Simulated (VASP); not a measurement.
A run of VASP 6.6.1 is set up as follows.

Contents of INCAR:

```
SYSTEM = Al
PREC = Accurate
ENCUT = 520
EDIFF = 1E-6
ISMEAR = 0
SIGMA = 0.15
LREAL = .FALSE.
LASPH = .TRUE.
NELM = 60
ALGO = Normal
ISIF = 2
LWAVE = .FALSE.
LCHARG = .FALSE.
GGA = PS
NBANDS = 8
```

The input KPOINTS:

```
Automatic mesh
0
G
  20 20 20
  0 0 0
```

Contents of POSCAR:

```
Al
1.0
    0.0000000000      2.0138601000      2.0239800000
    2.0239800000      0.0000000000      2.0239800000
    2.0239800000      2.0138601000      0.0000000000
Al
1
Direct
    0.0000000000      0.0000000000      0.0000000000
```

Potentials or basis: VASP PAW PBE potentials, release 64 (Al).

Command:

```bash
$ cat potpaw_PBE.64/Al/POTCAR > POTCAR
$ mpirun -np 1 vasp_std > vasp.out
```

(1) Estimate the pressure.

## Answers

(1) -1.5 GPa.

Caveat: the cell differs from its parent crystal (strain -0.0050 x Voigt [0, 1, 0, 0, 0, 0]); the PAW data sets were made with another functional, which shifts forces and pressure a little.
